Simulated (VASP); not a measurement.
# Ta2N (P-31m) in VASP: notebook, part 2 of 2

VASP 6.6.1.

### Step 3. Single point, PBEsol (strain +0.000 along x and y, +0.015 along z)

Input file INCAR:

```
SYSTEM = Ta2N
  PREC = Accurate
  ENCUT = 520
  EDIFF = 1E-6
  ISMEAR = 0
  SIGMA = 0.15
  LREAL = .False.
  LASPH = .True.
  NELM = 80
  ALGO = Normal
  ISIF = 2
  LWAVE = .False.
  LCHARG = .False.
  GGA = PS
  NBANDS = 50
```

Input file KPOINTS:

```
regular mesh
0
Gamma
  12 12 8
  0 0 0
```

Input file POSCAR:

```
Ta2N
1.0
    5.2640975754      0.0000000000      0.0000000000
   -2.6320487877      4.5588422283      0.0000000000
    0.0000000000      0.0000000000      4.9862914524
Ta N
6 3
Direct
    0.6668041018      0.6668041018      0.7527922856
    0.0000000000      0.3331958982      0.7527922856
    0.3331958982      0.0000000000      0.7527922856
    0.3331958982      0.3331958982      0.2472077144
    0.0000000000      0.6668041018      0.2472077144
    0.6668041018      0.0000000000      0.2472077144
    0.6666666667      0.3333333333      0.5000000000
    0.3333333333      0.6666666667      0.5000000000
    0.0000000000      0.0000000000      0.0000000000
```

Potentials or basis: VASP PAW PBE potentials, release 64 (Ta_pv, N).

Command:

```sh
> cat potpaw_PBE.64/Ta_pv/POTCAR potpaw_PBE.64/N/POTCAR > POTCAR
> mpirun -np 1 vasp_std > vasp.out
```

OUTCAR:

```text
SYSTEM = Ta2N
   PREC = Accurate
   ENCUT = 520
   EDIFF = 1E-6
   ISMEAR = 0
   LREAL = .False.
   LASPH = .True.
   NELM = 80
   ISIF = 2
   GGA = PS

 ion  position               nearest neighbor table
   1  0.667  0.667  0.753-   9 2.14   8 2.16   7 2.16   5 3.03   6 3.03   4 3.03   3 3.04   2 3.04
                             3 3.04   2 3.04   2 3.04   3 3.04   5 3.07   6 3.07   4 3.07
   2  0.000  0.333  0.753-   9 2.14   7 2.16   8 2.16   4 3.03   6 3.03   5 3.03   3 3.04   1 3.04
                             3 3.04   1 3.04   1 3.04   3 3.04   4 3.07   6 3.07   5 3.07
   3  0.333  0.000  0.753-   9 2.14   8 2.16   7 2.16   5 3.03   4 3.03   6 3.03   2 3.04   1 3.04
                             2 3.04   1 3.04   2 3.04   1 3.04   4 3.07   5 3.07   6 3.07
   4  0.333  0.333  0.247-   9 2.14   7 2.16   8 2.16   2 3.03   3 3.03   1 3.03   6 3.04   5 3.04
                             6 3.04   5 3.04   5 3.04   6 3.04   2 3.07   3 3.07   1 3.07
   5  0.000  0.667  0.247-   9 2.14   8 2.16   7 2.16   1 3.03   3 3.03   2 3.03   6 3.04   4 3.04
                             6 3.04   4 3.04   4 3.04   6 3.04   1 3.07   3 3.07   2 3.07
   6  0.667  0.000  0.247-   9 2.14   7 2.16   8 2.16   2 3.03   1 3.03   3 3.03   5 3.04   4 3.04
                             4 3.04   5 3.04   4 3.04   5 3.04   1 3.07   2 3.07   3 3.07
   7  0.667  0.333  0.500-   2 2.16   6 2.16   3 2.16   5 2.16   4 2.16   1 2.16
[... 1483 lines left out ...]

  FORCE on cell =-STRESS in cart. coord.  units (eV):
  Direction    XX          YY          ZZ          XY          YZ          ZX
  --------------------------------------------------------------------------------------
  -------------------------------------------------------------------------------------
  Total       -1.9465481     -1.9465481     -4.9508753      0.0000000     -0.0000000      0.0000000
  in kB      -26.0627099    -26.0627099    -66.2882296      0.0000000     -0.0000000      0.0000000
  external PRESSURE =     -39.4712165 kB  Pullay stress =       0.0000000 kB

 VOLUME and BASIS-vectors are now :
 -----------------------------------------------------------------------------
  energy-cutoff  :      520.00
  volume of cell :      119.66
      direct lattice vectors                 reciprocal lattice vectors
     5.264097575  0.000000000  0.000000000     0.189966084  0.109676969  0.000000000
    -2.632048788  4.558842228  0.000000000     0.000000000  0.219353939  0.000000000
     0.000000000  0.000000000  4.986291452     0.000000000  0.000000000  0.200549849

 POSITION                                       TOTAL-FORCE (eV/Angst)
 -----------------------------------------------------------------------------------
      1.75506      3.03985      3.75364        -0.008255     -0.014297      0.001728
     -0.87699      1.51899      3.75364        -0.008255      0.014297      0.001728
      1.75398      0.00000      3.75364         0.016509     -0.000000      0.001728
      0.87699      1.51899      1.23265         0.008255      0.014297     -0.001728
     -1.75506      3.03985      1.23265         0.008255     -0.014297     -0.001728
      3.51012      0.00000      1.23265        -0.016509      0.000000     -0.001728
      2.63205      1.51961      2.49315         0.000000      0.000000      0.000000
     -0.00000      3.03923      2.49315         0.000000     -0.000000     -0.000000
      0.00000      0.00000      0.00000         0.000000      0.000000      0.000000
 -----------------------------------------------------------------------------------
    total drift:                               -0.000000      0.000000     -0.000000

  FREE ENERGIE OF THE ION-ELECTRON SYSTEM (eV)
  ---------------------------------------------------
  free  energy   TOTEN  =      -110.5211780201 eV

  energy  without entropy=     -110.4863148338  energy(sigma->0) =     -110.50374643
```

OSZICAR:

```text
N       E                     dE             d eps       ncg     rms          rms(c)
DAV:   1     0.830306906569E+03    0.83031E+03   -0.44137E+04 13100   0.170E+03
DAV:   2    -0.595308157038E+02   -0.88984E+03   -0.86022E+03 14210   0.509E+02
DAV:   3    -0.118609008391E+03   -0.59078E+02   -0.57434E+02 16426   0.117E+02
DAV:   4    -0.120166466648E+03   -0.15575E+01   -0.15403E+01 15872   0.182E+01
DAV:   5    -0.120207341466E+03   -0.40875E-01   -0.40783E-01 16728   0.248E+00    0.497E+01
DAV:   6    -0.111351909657E+03    0.88554E+01   -0.50102E+01 17332   0.292E+01    0.235E+01
DAV:   7    -0.110655436747E+03    0.69647E+00   -0.31100E+00 15576   0.805E+00    0.107E+01
DAV:   8    -0.110540872448E+03    0.11456E+00   -0.67684E-01 15588   0.387E+00    0.970E-01
DAV:   9    -0.110522121380E+03    0.18751E-01   -0.11971E-01 16566   0.129E+00    0.414E-01
DAV:  10    -0.110521298633E+03    0.82275E-03   -0.12101E-02 16278   0.577E-01    0.114E-01
DAV:  11    -0.110521187674E+03    0.11096E-03   -0.14516E-03 15920   0.192E-01    0.472E-02
DAV:  12    -0.110521185567E+03    0.21068E-05   -0.41717E-04 16510   0.796E-02    0.196E-02
DAV:  13    -0.110521178491E+03    0.70763E-05   -0.58432E-05 16360   0.334E-02    0.102E-02
DAV:  14    -0.110521178020E+03    0.47102E-06   -0.99153E-06 13390   0.130E-02
   1 F= -.11052118E+03 E0= -.11050375E+03  d E =-.348632E-01
```

stdout:

```text
POSCAR found type information on POSCAR TaN
 POSCAR found :  2 types and       9 ions
 scaLAPACK will be used
 -----------------------------------------------------------------------------
|                                                                             |
|                                                                             |
|     You enforced a specific xc type in the INCAR file but a different       |
|     I HOPE YOU KNOW WHAT YOU ARE DOING!                                     |
|                                                                             |
 -----------------------------------------------------------------------------

 LDA part: xc-table for (Slater+PW92), standard interpolation
 POSCAR, INCAR and KPOINTS ok, starting setup
 FFT: planning ... GRIDC
 FFT: planning ... GRID_SOFT
 FFT: planning ... GRID
 WAVECAR not read
 entering main loop
```

It took 15 min on 1 thread of Intel Xeon 8259CL, shared host; peak memory 0.64 GiB.

What came out:

```yaml
Free_energy: -110.5212 eV
Pressure: -3.9 GPa
Largest_force: 0.017 eV/Å
Band_gap_on_the_k_mesh: zero (an odd number of electrons rules out a gap without spin polarisation)
```

Forces in eV/Å, atoms in the order of the input:
```
Ta  -0.008 -0.014  0.002
Ta  -0.008  0.014  0.002
Ta   0.017  0.000  0.002
Ta   0.008  0.014 -0.002
Ta   0.008 -0.014 -0.002
Ta  -0.017  0.000 -0.002
N    0.000  0.000  0.000
N    0.000  0.000  0.000
N    0.000  0.000  0.000
```

Levels at points of the mesh, in eV from the Fermi level:
```tsv
k point	band 39	band 40	band 41	band 42	band 43	band 44
(0.00, 0.00, 0.00)	-0.45	-0.45	-0.43	-0.11	-0.11	0.82
(0.50, 0.00, 0.00)	-1.40	0.33	0.62	0.82	0.88	1.91
(0.00, 0.00, 0.50)	-1.34	-1.34	-1.04	0.66	0.66	0.79
(0.50, 0.00, 0.50)	-1.23	-0.77	-0.04	0.17	0.19	0.68
```

Caveat: the cell differs from its parent crystal (strain +0.000 along x and y, +0.015 along z); the cell stands under tension; the PAW data sets were made with another functional, which shifts forces and pressure a little; spin-orbit coupling is left out, which moves the levels of the heavy elements.
